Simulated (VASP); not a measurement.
# PbCH3I (Pb(CH3)(I)) in VASP: further runs

PbCH3I (Pb(CH3)(I)) is run at these levels: PBE; tasks: single point.

Program: VASP 6.6.1. These are calculated values, not measurements. Logs are shortened: lines on timing, memory, paths and dates and some standing lists are left out, and cuts for length are marked.

### Step 1. The cell of the first run

The cell holds a molecule in a box, 6 atoms: a = 13.760 Å, b = 10.800 Å, c = 11.110 Å, α = 90.00°, β = 90.00°, γ = 90.00°.

### Step 2. Single point, PBE

Input file INCAR:

```
PREC     = Accurate       # precision mode
ENCUT    = 520            # plane-wave cutoff, eV
EDIFF    = 1E-6           # SCF threshold, eV
ISMEAR   = 0              # smearing method
SIGMA    = 0.01           # smearing width, eV
LREAL    = F              # projectors in reciprocal space
LASPH    = T              # aspherical terms in the spheres
NELM     = 60             # most SCF steps
ALGO     = Normal         # electronic algorithm
ISIF     = 2              # what is computed and relaxed
LWAVE    = F              # write WAVECAR
LCHARG   = T              # write CHGCAR
GGA      = PE             # functional
LELF     = T              # ELF
LVHAR    = T            
NBANDS   = 23             # bands
```

Input file KPOINTS:

```
Automatic mesh
0
Gamma
  1 1 1
```

Input file POSCAR:

```
H3PbCI
1.0
   13.7600000000      0.0000000000      0.0000000000
    0.0000000000     10.8000000000      0.0000000000
    0.0000000000      0.0000000000     11.1100000000
Pb C H I
1 1 3 1
Direct
    0.4714396800      0.4998500000      0.4050405000
    0.6032768900      0.4998500000      0.5367047700
    0.6730109000      0.4998500000      0.4865796600
    0.5990588700      0.5830333300      0.5951170100
    0.5990588700      0.4166666700      0.5951170100
    0.3270348800      0.4998500000      0.5919054900
```

Potentials or basis: VASP PAW PBE potentials, release 64 (Pb_d, C, H, I).

The run is started by

```
$ cat potpaw_PBE.64/Pb_d/POTCAR potpaw_PBE.64/C/POTCAR potpaw_PBE.64/H/POTCAR potpaw_PBE.64/I/POTCAR > POTCAR
$ mpirun -np 1 vasp_gam > vasp.out
```

OUTCAR:

```text
PREC = Accurate
   ENCUT = 520
   EDIFF = 1E-6
   ISMEAR = 0
   LREAL = F
   LASPH = T
   NELM = 60
   ISIF = 2
   GGA = PE

 ion  position               nearest neighbor table
   1  0.471  0.500  0.405-   2 2.33   6 2.87
   2  0.603  0.500  0.537-   3 1.11   4 1.11   5 1.11   1 2.33
   3  0.673  0.500  0.487-   2 1.11
   4  0.599  0.583  0.595-   2 1.11
   5  0.599  0.417  0.595-   2 1.11
   6  0.327  0.500  0.592-   1 2.87

  LATTYP: Found a simple orthorhombic cell.
 ALAT       =    10.8000000000
 B/A-ratio  =     1.0287037037
 C/A-ratio  =     1.2740740741

  Lattice vectors:

 A1 = (   0.0000000000,  10.8000000000,   0.0000000000)
 A2 = (   0.0000000000,   0.0000000000,  11.1100000000)
 A3 = (  13.7600000000,   0.0000000000,   0.0000000000)

Analysis of symmetry for initial positions (statically):
=====================================================================
 Subroutine PRICEL returns:
 Original cell was already a primitive cell.

 Routine SETGRP: Setting up the symmetry group for a
 simple orthorhombic supercell.

 Subroutine GETGRP returns: Found  2 space group operations
 (whereof  1 operations were pure point group operations)
 out of a pool of  8 trial point group operations.

The static configuration has the point symmetry C_1 .
 The point group associated with its full space group is C_1h.

Analysis of symmetry for dynamics (positions and initial velocities):
=====================================================================
 Subroutine PRICEL returns:
 Original cell was already a primitive cell.

 Routine SETGRP: Setting up the symmetry group for a
 simple orthorhombic supercell.

 Subroutine GETGRP returns: Found  2 space group operations
 (whereof  1 operations were pure point group operations)
 out of a pool of  8 trial point group operations.

The dynamic configuration has the point symmetry C_1 .
 The point group associated with its full space group is C_1h.

 Subroutine INISYM returns: Found  2 space group operations
 (whereof  1 operations are pure point group operations),
 and found     1 'primitive' translations

----------------------------------------------------------------------------------------

                                     Primitive cell

  volume of cell :    1651.0349

  direct lattice vectors                    reciprocal lattice vectors
    13.760000000  0.000000000  0.000000000     0.072674419  0.000000000  0.000000000
     0.000000000 10.800000000  0.000000000     0.000000000  0.092592593  0.000000000
     0.000000000  0.000000000 11.110000000     0.000000000  0.000000000  0.090009001

  length of vectors
    13.760000000 10.800000000 11.110000000     0.072674419  0.092592593  0.090009001

  position of ions in fractional coordinates (direct lattice)
     0.471439680  0.499850000  0.405040500
     0.603276890  0.499850000  0.536704770
     0.673010900  0.499850000  0.486579660
     0.599058870  0.583033330  0.595117010
     0.599058870  0.416666670  0.595117010
     0.327034880  0.499850000  0.591905490

  ion indices of the primitive-cell ions
   primitive index   ion index
                 1           1
                 2           2
                 3           3
                 4           4
                 5           5
                 6           6

----------------------------------------------------------------------------------------

 KPOINTS: Automatic mesh

Automatic generation of k-mesh.
 Grid dimensions read from file:
 generate k-points for:    1    1    1

 Generating k-lattice:

  Cartesian coordinates                     Fractional coordinates (reciprocal lattice)
     0.072674419  0.000000000  0.000000000     1.000000000  0.000000000  0.000000000
     0.000000000  0.092592593  0.000000000     0.000000000  1.000000000  0.000000000
     0.000000000  0.000000000  0.090009001     0.000000000  0.000000000  1.000000000

  Length of vectors
     0.072674419  0.092592593  0.090009001

  Shift w.r.t. Gamma in fractional coordinates (k-lattice)
     0.000000000  0.000000000  0.000000000

 Subroutine IBZKPT returns following result:
 ===========================================

 Found      1 irreducible k-points:

 Following reciprocal coordinates:
            Coordinates               Weight
  0.000000  0.000000  0.000000      1.000000
   k-points           NKPTS =      1   k-points in BZ     NKDIM =      1   number of bands    NBANDS=     23
   number of dos      NEDOS =    301   number of ions     NIONS =      6
   total plane-waves  NPLWV = 725760
   dimension x,y,z NGX =   108 NGY =   80 NGZ =   84
   dimension x,y,z NGXF=   216 NGYF=  160 NGZF=  168
   ions per type =               1   1   3   1
   NGX,Y,Z   is equivalent  to a cutoff of  13.05, 12.31, 12.57 a.u.
   NGXF,Y,Z  is equivalent  to a cutoff of  26.10, 24.63, 25.14 a.u.
 SYSTEM =  unknown system
   PREC   = accura    normal or accurate (medium, high low for compatibility)
   ISTART =      0    job   : 0-new  1-cont  2-samecut
   ICHARG =      2    charge: 1-file 2-atom 10-const
   ISPIN  =      1    spin polarized calculation?
   LNONCOLLINEAR =      F non collinear calculations
   LSORBIT =      F    spin-orbit coupling
   LASPH  =      T    aspherical Exc in radial PAW
   ENCUT  =  520.0 eV  38.22 Ry    6.18 a.u.  25.58 20.08 20.66*2*pi/ulx,y,z
   NELM   =     60;   NELMIN=  2; NELMDL= -5     # of ELM steps
   EDIFF  = 0.1E-05   stopping-criterion for ELM
   LREAL  =      F    real-space projection
   EDIFFG = 0.1E-04   stopping-criterion for IOM
   NSW    =      0    number of steps for IOM
   IBRION =     -1    ionic relax: 0-MD 1-quasi-New 2-CG
   NFREE  =      0    steps in history (QN), initial steepest desc. (CG)
   ISIF   =      2    stress and relaxation
   ISYM   =      2    0-nonsym 1-usesym 2-fastsym
   POTIM  = 0.5000    time-step for ionic-motion
   TEBEG  =    0.0;   TEEND  =   0.0 temperature during run
   PSTRESS=    0.0 pullay stress
   NELECT =      28.0000    total number of electrons
   NUPDOWN=      -1.0000    fix difference up-down
   EMIN   =  10.00;   EMAX   =-10.00  energy-range for DOS
   EFERMI =   0.00;   METHOD = LEGACY
   ISMEAR =     0;   SIGMA  =   0.01  broadening in eV -4-tet -1-fermi 0-gaus
   EFERMI_NEDOS =   21; number of points for ismear=-14 and -15
   IALGO  =     38    algorithm
   IMIX   =      4    mixing-type and parameters
     AMIX     =   0.40;   BMIX     =  1.00
     AMIX_MAG =   1.60;   BMIX_MAG =  1.00
  volume/ion in A,a.u.               =     275.17      1856.96
  Fermi-wavevector in a.u.,A,eV,Ry     =   0.420606  0.794830  2.406998  0.176909
  Thomas-Fermi vector in A             =   1.382903
   LORBIT       =      0    0 simple, 1 ext, 2 COOP (PROOUT), +10 PAW based schemes
   GGA     = PE    functional components
   LHFCALC =     F    Hartree Fock is set to
   AEXX    =    0.0000 exact exchange contribution
   IVDW    =     0    specifies the selected vdW correction
   LEPSILON=     F    determine dielectric tensor
   LRPA    =     F    only Hartree local field effects (RPA)
 non-spin polarized calculation
 Gauss-broadening in eV      SIGMA  =   0.01
  energy-cutoff  :      520.00
  volume of cell :     1651.03
 maximum number of plane-waves:     22208
 NGX is ok and might be reduce to   108
   NGX = 51   NGY = 41   NGZ = 41

 number of electron      28.0000002 magnetization

 Free energy of the ion-electron system (eV)
  ---------------------------------------------------
  ext. energy  EPLUGINS =         0.00000000
  ---------------------------------------------------
  free energy    TOTEN  =       -24.50456971 eV

  energy without entropy =      -24.50456971  energy(sigma->0) =      -24.50456971

 E-fermi :  -4.9611     XC(G=0):  -1.1433

 val. band max:       -5.0644242350   @ k =   0.0000   0.0000   0.0000
 cond. band min:      -3.0697651349   @ k =   0.0000   0.0000   0.0000
 fundamental gap:      1.9946591001
 Fermi energy:        -4.9610992999

 k-point     1 :       0.0000    0.0000    0.0000
  band No.  band energies     occupation
      1     -21.2821      2.00000
      2     -21.2142      2.00000
      3     -21.0424      2.00000
      4     -20.9499      2.00000
      5     -20.8585      2.00000
      6     -16.2383      2.00000
[... 15 lines left out ...]
     22       1.1068      0.00000
     23       1.2426      0.00000

------------------------ aborting loop because EDIFF is reached ----------------------------------------

  FORCE on cell =-STRESS in cart. coord.  units (eV):
  Direction    XX          YY          ZZ          XY          YZ          ZX
  --------------------------------------------------------------------------------------
  -------------------------------------------------------------------------------------
  Total       -0.9119677     -0.5295637     -0.8943926      0.0000000      0.0000000      0.1429092
  in kB       -0.8849807     -0.5138928     -0.8679257      0.0000000      0.0000000      0.1386802
  external PRESSURE =      -0.7555997 kB  Pullay stress =       0.0000000 kB

 VOLUME and BASIS-vectors are now :
 -----------------------------------------------------------------------------
  energy-cutoff  :      520.00
  volume of cell :     1651.03
      direct lattice vectors                 reciprocal lattice vectors
    13.760000000  0.000000000  0.000000000     0.072674419  0.000000000  0.000000000
     0.000000000 10.800000000  0.000000000     0.000000000  0.092592593  0.000000000
     0.000000000  0.000000000 11.110000000     0.000000000  0.000000000  0.090009001

 POSITION                                       TOTAL-FORCE (eV/Angst)
 -----------------------------------------------------------------------------------
      6.48701      5.39838      4.50000         0.067225      0.000000      0.249246
      8.30109      5.39838      5.96279         0.102525      0.000000      0.107309
      9.26063      5.39838      5.40590        -0.304470      0.000000      0.164902
      8.24305      6.29676      6.61175         0.011658     -0.267948     -0.206270
      8.24305      4.50000      6.61175         0.011658      0.267948     -0.206270
      4.50000      5.39838      6.57607         0.111405      0.000000     -0.108917
 -----------------------------------------------------------------------------------
    total drift:                                0.000186     -0.000007     -0.000185

  FREE ENERGIE OF THE ION-ELECTRON SYSTEM (eV)
  ---------------------------------------------------
  free  energy   TOTEN  =       -24.5045697058 eV

  energy  without entropy=      -24.5045697058  energy(sigma->0) =      -24.50456971
```

Run time: 92 s. Hardware: 1 thread of AMD EPYC 9R45 (Zen 5), shared host; peak memory 1.2 GiB.

Results:

* Free energy: -24.5046 eV
* Largest force: 0.346 eV/Å
* Gap between the frontier levels: 1.99 eV

Forces in eV/Å, atoms in the order of the input:
```
Pb   0.067  0.000  0.249
C    0.103  0.000  0.107
H   -0.304  0.000  0.165
H    0.012 -0.268 -0.206
H    0.012  0.268 -0.206
I    0.111  0.000 -0.109
```

Levels at points of the mesh, in eV from the valence-band top:
```csv
k point,band 11,band 12,band 13,band 14,band 15,band 16,band 17,band 18
"(0.00, 0.00, 0.00)",-1.37,-0.77,-0.73,0.00,1.99,3.67,4.74,4.86
```

Caveat: spin-orbit coupling is left out, which moves the levels of the heavy elements.

### Step 3. Single point, PBE, non-collinear spin, zero start, spin-orbit coupling

Input file INCAR:

```
  PREC = Accurate
  ENCUT = 520
  EDIFF = 1E-6
  ISMEAR = 0
  SIGMA = 0.01
  LREAL = False
  LASPH = True
  NELM = 150
  ALGO = Normal
  ISIF = 2
  LWAVE = False
  LCHARG = False
  MAGMOM = 0 0 0 0 0 0 0 0 0 0 0 0 0 0 0 0 0 0
  LORBIT = 11
  LSORBIT = True
  GGA_COMPAT = False
  LORBMOM = True
  GGA = PE
  NBANDS = 44
```

KPOINTS is that of step 2.

POSCAR is that of step 2.

Potentials or basis: VASP PAW PBE potentials, release 64 (Pb_d, C, H, I).

The run is started by

```
$ cat potpaw_PBE.64/Pb_d/POTCAR potpaw_PBE.64/C/POTCAR potpaw_PBE.64/H/POTCAR potpaw_PBE.64/I/POTCAR > POTCAR
$ mpirun -np 1 vasp_ncl > vasp.out
```

Wall time 19 min (1 thread of Intel Xeon 6975P-C, shared host); peak memory 3.9 GiB.

Results (log left out):

- Free energy: -25.1930 eV
- Largest force: 0.362 eV/Å
- Net moment: 0.00 μB per cell
- Valence electrons inside the program's atomic spheres: Pb 11.93; C 2.53; H 0.67; I 4.28

Forces in eV/Å, atoms in the order of the input:
```
Pb   0.115  0.000  0.245
C    0.173  0.000  0.186
H   -0.336  0.000  0.134
H   -0.020 -0.263 -0.239
H   -0.020  0.263 -0.239
I    0.089  0.000 -0.085
```

Moments on the atoms (μB; x, y, z):
```
Pb  0.00 0.00 0.00
C   0.00 0.00 0.00
H   0.00 0.00 0.00
H   0.00 0.00 0.00
H   0.00 0.00 0.00
I   0.00 0.00 0.00
```
